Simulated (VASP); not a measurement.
# ZrB (P6/mmm) in VASP: further runs

The runs below take ZrB through single point, relaxation of cell and atoms, with PBE.

Everything below comes from runs of VASP 6.6.1. Logs are shortened: lines on timing, memory, paths and dates and some standing lists are left out, and cuts for length are marked.

### Step 1. The cell of the first run

It takes space group P6/mmm (No. 191, hexagonal). Conventional cell: a = 2.488 Å, b = 2.488 Å, c = 4.696 Å, α = 90.00°, β = 90.00°, γ = 120.00°. Zr (site symmetry 6/mmm) has 2 B at 2.35 Å and 6 Zr at 2.49 Å within 3.1 Å. B (site symmetry 6/mmm) has 2 Zr at 2.35 Å and 6 B at 2.49 Å within 3.1 Å.

### Step 2. Single point, PBE

The input, INCAR:

```
  ALGO = Normal
  EDIFF = 1E-6
  ENCUT = 520
  GGA = PE
  ISIF = 2
  ISMEAR = 0
  LASPH = T
  LCHARG = F
  LREAL = F
  LWAVE = F
  NBANDS = 14
  NELM = 100
  PREC = Accurate
  SIGMA = 0.1
```

The input, KPOINTS:

```
k-points
0
Gamma
  6 6 4
```

The input, POSCAR:

```
ZrB
1.0
    2.4884114800      0.0000000000      0.0000000000
   -1.2442057400      2.1550275600      0.0000000000
    0.0000000000      0.0000000000      4.6961383500
Zr B
1 1
Direct
    0.0000000000      0.0000000000      0.0000000000
    0.0000000000      0.0000000000      0.5000000000
```

Potentials or basis: VASP PAW PBE potentials, release 64 (Zr_sv, B).

Started as:

```
$ cat potpaw_PBE.64/Zr_sv/POTCAR potpaw_PBE.64/B/POTCAR > POTCAR
$ mpirun -np 1 vasp_std > vasp.out
```

OUTCAR:

```text
EDIFF = 1E-6
   ENCUT = 520
   GGA = PE
   ISIF = 2
   ISMEAR = 0
   LASPH = T
   LREAL = F
   NELM = 100
   PREC = Accurate

 ion  position               nearest neighbor table
   1  0.000  0.000  0.000-   2 2.35   2 2.35
   2  0.000  0.000  0.500-   1 2.35   1 2.35

  LATTYP: Found a hexagonal cell.
 ALAT       =     2.4884114800
 C/A-ratio  =     1.8872032973

  Lattice vectors:

 A1 = (   2.4884114800,   0.0000000000,   0.0000000000)
 A2 = (  -1.2442057400,   2.1550275600,   0.0000000000)
 A3 = (   0.0000000000,   0.0000000000,   4.6961383500)

Analysis of symmetry for initial positions (statically):
=====================================================================
 Subroutine PRICEL returns:
 Original cell was already a primitive cell.

 Routine SETGRP: Setting up the symmetry group for a
 hexagonal supercell.

 Subroutine GETGRP returns: Found 24 space group operations
 (whereof 24 operations were pure point group operations)
 out of a pool of 24 trial point group operations.

The static configuration has the point symmetry D_6h.

Analysis of symmetry for dynamics (positions and initial velocities):
=====================================================================
 Subroutine PRICEL returns:
 Original cell was already a primitive cell.

 Routine SETGRP: Setting up the symmetry group for a
 hexagonal supercell.

 Subroutine GETGRP returns: Found 24 space group operations
 (whereof 24 operations were pure point group operations)
 out of a pool of 24 trial point group operations.

The dynamic configuration has the point symmetry D_6h.

 Subroutine INISYM returns: Found 24 space group operations
 (whereof 24 operations are pure point group operations),
 and found     1 'primitive' translations

----------------------------------------------------------------------------------------

                                     Primitive cell

  volume of cell :      25.1835

  direct lattice vectors                    reciprocal lattice vectors
     2.488411480  0.000000000  0.000000000     0.401862798  0.232015594  0.000000000
    -1.244205740  2.155027560  0.000000000     0.000000000  0.464031189  0.000000000
     0.000000000  0.000000000  4.696138350     0.000000000  0.000000000  0.212940916

  length of vectors
     2.488411480  2.488411483  4.696138350     0.464031189  0.464031189  0.212940916

  position of ions in fractional coordinates (direct lattice)
     0.000000000  0.000000000  0.000000000
[... 84 lines left out ...]
   PSTRESS=    0.0 pullay stress
   NELECT =      15.0000    total number of electrons
   NUPDOWN=      -1.0000    fix difference up-down
   EMIN   =  10.00;   EMAX   =-10.00  energy-range for DOS
   EFERMI =   0.00;   METHOD = LEGACY
   ISMEAR =     0;   SIGMA  =   0.10  broadening in eV -4-tet -1-fermi 0-gaus
   EFERMI_NEDOS =   21; number of points for ismear=-14 and -15
   IALGO  =     38    algorithm
   IMIX   =      4    mixing-type and parameters
     AMIX     =   0.40;   BMIX     =  1.00
     AMIX_MAG =   1.60;   BMIX_MAG =  1.00
  volume/ion in A,a.u.               =      12.59        84.97
  Fermi-wavevector in a.u.,A,eV,Ry     =   1.377421  2.602948 25.814169  1.897288
  Thomas-Fermi vector in A             =   2.502576
   LORBIT       =      0    0 simple, 1 ext, 2 COOP (PROOUT), +10 PAW based schemes
   GGA     = PE    functional components
   LHFCALC =     F    Hartree Fock is set to
   AEXX    =    0.0000 exact exchange contribution
   IVDW    =     0    specifies the selected vdW correction
   LEPSILON=     F    determine dielectric tensor
   LRPA    =     F    only Hartree local field effects (RPA)
 non-spin polarized calculation
 Gauss-broadening in eV      SIGMA  =   0.10
  energy-cutoff  :      520.00
  volume of cell :       25.18
 maximum number of plane-waves:       702
 NGX is ok and might be reduce to    20
   NGX =  9   NGY =  9   NGZ = 17

 number of electron      15.0000000 magnetization

 Free energy of the ion-electron system (eV)
  ---------------------------------------------------
  ext. energy  EPLUGINS =         0.00000000
  ---------------------------------------------------
  free energy    TOTEN  =       -10.61419047 eV

  energy without entropy =      -10.61375629  energy(sigma->0) =      -10.61397338

 E-fermi :  10.4488     XC(G=0): -12.1764

 val. band max:       10.2554170563   @ k =   0.3333   0.1667   0.2500
 cond. band min:      10.6264376398   @ k =   0.3333   0.0000   0.2500
 fundamental gap:      0.3710205835
 Fermi energy:        10.4488044153

 k-point     1 :       0.0000    0.0000    0.0000
  band No.  band energies     occupation
      1     -38.7064      2.00000
      2     -16.6565      2.00000
      3     -13.5825      2.00000
      4     -13.5825      2.00000
      5      -0.4071      2.00000
      6       7.5360      2.00000
      7       8.1594      2.00000
      8      11.8992      0.00000
      9      11.8992      0.00000
     10      15.2703      0.00000
     11      17.8521      0.00000
     12      17.8521      0.00000
     13      18.9622      0.00000
     14      18.9622      0.00000
[... 326 lines left out ...]
      1     -37.1469      2.00000
      2     -17.5915      2.00000
      3     -17.5915      2.00000
      4     -15.3585      2.00000
      5       7.0750      2.00000
      6       7.0750      2.00000
      7       9.0852      2.00000
      8       9.6892      2.00000
      9      12.3243      0.00000
     10      12.3243      0.00000
     11      13.0707      0.00000
     12      13.0707      0.00000
     13      20.9209      0.00000
     14      20.9209      0.00000

------------------------ aborting loop because EDIFF is reached ----------------------------------------

  FORCE on cell =-STRESS in cart. coord.  units (eV):
  Direction    XX          YY          ZZ          XY          YZ          ZX
  --------------------------------------------------------------------------------------
  -------------------------------------------------------------------------------------
  Total        8.9013372      8.9013372      3.4440736      0.0000000      0.0000000      0.0000000
  in kB      566.3043909    566.3043926    219.1124743      0.0000000      0.0000000      0.0000000
  external PRESSURE =     450.5737526 kB  Pullay stress =       0.0000000 kB

 VOLUME and BASIS-vectors are now :
 -----------------------------------------------------------------------------
  energy-cutoff  :      520.00
  volume of cell :       25.18
      direct lattice vectors                 reciprocal lattice vectors
     2.488411480  0.000000000  0.000000000     0.401862798  0.232015594  0.000000000
    -1.244205740  2.155027560  0.000000000     0.000000000  0.464031189  0.000000000
     0.000000000  0.000000000  4.696138350     0.000000000  0.000000000  0.212940916

 POSITION                                       TOTAL-FORCE (eV/Angst)
 -----------------------------------------------------------------------------------
      0.00000      0.00000      0.00000         0.000000      0.000000      0.000000
      0.00000      0.00000      2.34807        -0.000000      0.000000      0.000000
 -----------------------------------------------------------------------------------
    total drift:                               -0.000000      0.000000     -0.000000

  FREE ENERGIE OF THE ION-ELECTRON SYSTEM (eV)
  ---------------------------------------------------
  free  energy   TOTEN  =       -10.6141904740 eV

  energy  without entropy=      -10.6137562923  energy(sigma->0) =      -10.61397338
```

Wall time 6.4 s (1 thread of Intel Xeon 6975P-C, shared host); peak memory 0.14 GiB.

Results:

- Free energy: -10.6142 eV
- Pressure: 45.1 GPa

Caveat: the k points lie up to 0.49 Å⁻¹ apart.

### Step 3. Single point, PBE

This run uses another cell than the first one, of 18.21 Å³/atom, 1.446 times its volume.

The input, INCAR:

```
ALGO = Normal ; EDIFF = 1E-6
ENCUT = 520 ; GGA = PE
ISIF = 2 ; ISMEAR = 0
LASPH = T ; LCHARG = T
LELF = T ; LREAL = F
LVHAR = T ; LWAVE = F
NBANDS = 14 ; NELM = 100
PREC = Accurate ; SIGMA = 0.1
```

KPOINTS is that of step 2.

The input, POSCAR:

```
ZrB
1.0
    2.9505321453      0.0000000000      0.0000000000
   -1.4752660726      2.5552357925      0.0000000000
    0.0000000000      0.0000000000      4.8313373135
Zr B
1 1
Direct
    0.0000000000      0.0000000000      0.0000000000
    0.0000000000      0.0000000000      0.5000000000
```

Potentials or basis: VASP PAW PBE potentials, release 64 (Zr_sv, B).

Started as:

```
$ cat potpaw_PBE.64/Zr_sv/POTCAR potpaw_PBE.64/B/POTCAR > POTCAR
$ mpirun -np 1 vasp_std > vasp.out
```

It took 8.7 s on 1 thread of Intel Xeon 6975P-C, shared host; peak memory 0.15 GiB.

It converged, with:

```
Free energy : -12.0773 eV
Pressure    : 0.1 GPa
```

Stress tensor (GPa, compression positive):
```
 0.11  0.00  0.00
 0.00  0.11  0.00
 0.00  0.00 -0.06
```

Levels at points of the mesh, in eV from the Fermi level:
```tsv
k point	band 5	band 6	band 7	band 8	band 9	band 10
(0.00, 0.00, 0.00)	-8.33	-2.83	-0.98	1.73	1.73	4.88
(0.50, 0.00, 0.00)	-4.90	-2.10	-2.06	-0.85	1.70	3.70
(0.00, 0.00, 0.50)	-7.28	-4.25	-2.19	1.74	1.74	3.69
(0.50, 0.00, 0.50)	-3.61	-3.42	-2.26	-1.26	2.14	2.81
```

Caveat: the k points lie up to 0.41 Å⁻¹ apart.

### Step 4. Relaxation of cell and atoms, PBE

The input, INCAR:

```
  PREC = Accurate
  ENCUT = 600
  EDIFF = 1E-6
  ISMEAR = 0
  SIGMA = 0.1
  LREAL = False
  LASPH = True
  NELM = 100
  ALGO = Normal
  ISIF = 3
  LWAVE = False
  LCHARG = False
  GGA = PE
  IBRION = 2
  NSW = 90
  EDIFFG = -0.04
```

The input, KPOINTS:

```
Automatic mesh
0
Gamma
  6 6 4
```

The input, POSCAR:

```
ZrB
1.0
    2.4884114800      0.0000000000      0.0000000000
   -1.2442057400      2.1550275600      0.0000000000
    0.0000000000      0.0000000000      4.6961383500
Zr B
1 1
Direct
    0.0000000000      0.0000000000      0.0000000000
    0.0000000000      0.0000000000      0.5000000000
```

Started as:

```
$ cat potpaw_PBE.64/Zr_sv/POTCAR potpaw_PBE.64/B/POTCAR > POTCAR
$ mpirun -np 1 vasp_std > vasp.out
```

It took 42 s on 1 thread of Intel Xeon 6975P-C, shared host; peak memory 0.15 GiB.

The run converged. Its results:

```
Free energy                            : -12.0734 eV
Relaxed volume                         : 18.23 Å³/atom
Relaxed cell                           : a = 2.953 Å, b = 2.953 Å, c = 4.827 Å, α = 90.00°, β = 90.00°, γ = 120.00°
Space group after relaxing (to 0.05 Å) : P6/mmm (No. 191)
Energy gained by relaxing              : 729.1 meV/atom
Ionic steps                            : 8
Pressure after relaxing                : 0.0 GPa
```

Stress tensor (GPa, compression positive):
```
-0.09  0.00  0.00
 0.00 -0.09  0.00
 0.00  0.00  0.33
```

Step by step:
| step | energy change (eV) | largest force (eV/Å) | pressure (GPa) | volume (Å³) |
| --- | --- | --- | --- | --- |
| 1 | 0.0000 | 0.0000 | 45.05 | 25.18 |
| 2 | -1.3369 | 0.0000 | -7.42 | 40.24 |
| 3 | -1.4003 | 0.0000 | -1.12 | 36.43 |
| 4 | -1.4018 | 0.0000 | -2.44 | 37.06 |
| 5 | -1.4319 | 0.0000 | 1.49 | 36.40 |
| 6 | -1.4580 | 0.0000 | -0.43 | 36.67 |
| 7 | -1.4579 | 0.0000 | -0.35 | 36.67 |
| 8 | -1.4582 | 0.0000 | 0.05 | 36.46 |

Final structure:
```yaml
crystal:
  lattice:
    - [2.95334, 0.00000, 0.00000]
    - [-1.47667, 2.55767, 0.00000]
    - [0.00000, 0.00000, 4.82734]
  atoms:
    - { symbol: Zr, position: [0.00000, 0.00000, 0.00000] }
    - { symbol: B, position: [0.00000, 0.00000, 0.50000] }
```

Levels at points of the mesh, in eV from the Fermi level:
```csv
k point,band 4,band 5,band 6,band 7,band 8,band 9,band 10,band 11
"(0.00, 0.00, 0.00)",-25.54,-8.32,-2.83,-0.97,1.72,1.72,4.87,5.79
"(0.50, 0.00, 0.00)",-25.89,-4.91,-2.09,-2.05,-0.84,1.70,3.69,3.82
"(0.00, 0.00, 0.50)",-25.54,-7.27,-4.25,-2.19,1.74,1.74,3.67,3.67
"(0.50, 0.00, 0.50)",-25.88,-3.61,-3.41,-2.25,-1.26,2.13,2.83,3.64
```

Caveat: the k points lie up to 0.41 Å⁻¹ apart in the final cell; the volume moved by over 15 % at a fixed basis, so the end points are rough.

### Step 5. The runs side by side

```csv
task,cell,cutoff (eV),gap on the mesh (eV),pressure (GPa)
single point,"a = 2.488, b = 2.488, c = 4.696 Å, angles 90.0, 90.0, 120.0°, 2 atoms",520,none,45.1
single point,"a = 2.951, b = 2.951, c = 4.831 Å, angles 90.0, 90.0, 120.0°, 2 atoms",520,none,0.1
relaxation of cell and atoms,"relaxed from a = 2.488, b = 2.488, c = 4.696 Å, angles 90.0, 90.0, 120.0°, 2 atoms",600,none,0.0
```

Alike in all rows: level PBE; potentials or basis VASP PAW PBE potentials, release 64 (Zr_sv, B); no spin polarisation; k mesh 6 × 6 × 4; smearing gaussian 0.1 eV.

Caveats: all runs use coarse meshes; the volume moved by over 15 % at a fixed basis, so the end points are rough (some runs).

Total energies depend on the potentials used, so only differences within one code and one set of settings carry meaning.
